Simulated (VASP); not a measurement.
Runs of VASP 6.6.1 on Rh. The structure is that of space group Fm-3m (No. 225), or close to it. The cells are those of the table. 

```csv
cell,gap on the mesh (eV),pressure (GPa)
"a = 2.648 Å, angles 60.0°, 1 atom",none,21.4
"a = 2.754 Å, angles 60.0°, 1 atom",none,-10.8
"a = 2.684 Å, angles 60.0°, 1 atom",none,8.1
"a = 2.572 Å, angles 60.0°, 1 atom",none,(a)
"a = 2.610 Å, angles 60.0°, 1 atom",none,38.4
"a = 2.787 Å, angles 60.0°, 1 atom",none,-17.2
"a = 2.719 Å, angles 60.0°, 1 atom",none,(b)
```

Alike in all rows: task single point; level PBE; potentials or basis VASP PAW PBE potentials, release 64 (Rh_pv); no spin polarisation; k mesh 13 × 13 × 13; cutoff (eV) 500; smearing fermi-dirac 0.1 eV.

Question: Estimate the missing entries.

Answer: (a) 59.8; (b) -2.4.

A k mesh can miss the band edges, and the runs leave out spin-orbit coupling on Rh.

A gap of «none» marks levels without a gap at the run's occupations.
